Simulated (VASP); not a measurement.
BeTe: single point with LDA

The system is BeTe.

```xyz
2
Lattice="0.0000 2.6661 2.6661 2.6661 0.0000 2.6661 2.6661 2.6661 0.0000" Properties=species:S:1:pos:R:3 pbc="T T T"
Be    0.0000    0.0000    0.0000
Te    3.9991    3.9991    3.9991
```

- Program: VASP 6.6.1
- Task: single point
- Functional: LDA
- Potentials or basis: VASP PAW LDA potentials, release 64 (Be, Te)
- Cutoff: 520 eV
- k mesh: 8 × 8 × 8
- Occupations: gaussian, width 0.01 eV
- Spin: no spin polarisation

The pressure is 10.4 GPa and the band gap on the k mesh is 1.44 eV, indirect (least direct gap 3.41 eV).

Levels at points of the mesh, in eV from the valence-band top:
```tsv
k point	band 2	band 3	band 4	band 5	band 6	band 7
(0.00, 0.00, 0.00)	0.00	0.00	0.00	3.41	3.41	3.41
(0.50, 0.00, 0.00)	-6.68	-1.44	-1.44	3.53	4.45	4.45
(0.50, 0.50, 0.00)	-6.03	-3.32	-3.32	1.44	2.39	10.65
```

Wall time 4.7 s on 1 thread of Intel(R) Xeon(R) 6975P-C (Granite Rapids), with other jobs on the host, peak memory 0.14 GiB.

Caveat: spin-orbit coupling is left out, which moves the levels of the heavy elements. LDA gaps usually lie below the measured ones, often by a third to a half.
